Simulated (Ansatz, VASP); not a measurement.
**BaS in VASP and in Ansatz**

The input INCAR:

```
  PREC = Accurate
  ENCUT = 520
  EDIFF = 1E-7
  ISMEAR = 0
  SIGMA = 0.05
  LREAL = False
  LASPH = True
  NELM = 80
  ALGO = Normal
  ISIF = 2
  LWAVE = False
  LCHARG = False
  NBANDS = 15
```

KPOINTS

```
Automatic mesh
0
Gamma
  8 8 8
```

POSCAR

```
BaS
1.0
    0.0000000000      3.1937500000      3.1937500000
    3.1937500000      0.0000000000      3.1937500000
    3.1937500000      3.1937500000      0.0000000000
Ba S
1 1
Direct
    0.0000000000      0.0000000000      0.0000000000
    0.4723245878      0.5276754122      0.5000000000
```

Input for Ansatz:

```yaml
crystal:
  lattice:
    - [0.0, 3.19375, 3.19375]
    - [3.19375, 0.0, 3.19375]
    - [3.19375, 3.19375, 0.0]
  atoms:
    - { symbol: Ba, position: [0.0, 0.0, 0.0] }
    - { symbol: S, position: [0.4723245878, 0.5276754122, 0.5] }
basis:
  ecutwfc: 420
kpoints:
  mp_grid: { grid: [8, 8, 8] }
hamiltonian:
  xc: lda
scf:
  occupations: { method: gaussian, width: 0.05 }
output:
  forces: true
  stress: true
  eigenvalues: true
```

Change from the starting cell: all S atoms moved +0.125 Å, as atom 2 along Cartesian [1 -1 0].

Alike in both runs: task single point; functional LDA; k mesh 8 × 8 × 8; occupations gaussian, width 0.05 eV; no spin polarisation.

|  | VASP | Ansatz |
| --- | --- | --- |
| version | VASP 6.6.1 | Ansatz 0.2.0 |
| potentials or method | VASP PAW LDA potentials, release 64 (Ba_sv, S), cutoff 520 eV | scalar-relativistic, plane waves, PAW |
| valence electrons in the cell | 16 | 16 |

Ansatz gave:

```
gap on the k mesh at the Fermi level (eV)                     : 2.07
least direct gap on the mesh (eV)                             : 2.15
pressure (GPa)                                                : -2.3
traceless stress, the component that is largest in VASP (GPa) : -0.22
rms of the force components (eV/Å)                            : 0.125
```

Problem. Estimate VASP's values.

Solution. gap on the k mesh at the Fermi level (eV): 1.97; least direct gap on the mesh (eV): 2.08; pressure (GPa): -1.7; traceless stress, the component that is largest in VASP (GPa): -0.24; rms of the force components (eV/Å): 0.138.

LDA's correlation is that of Perdew and Zunger in VASP and of Perdew and Wang (1992) in Ansatz. Atom by atom the forces differ by 0.014 eV/Å (rms over components).

Neither program's run includes spin-orbit coupling.
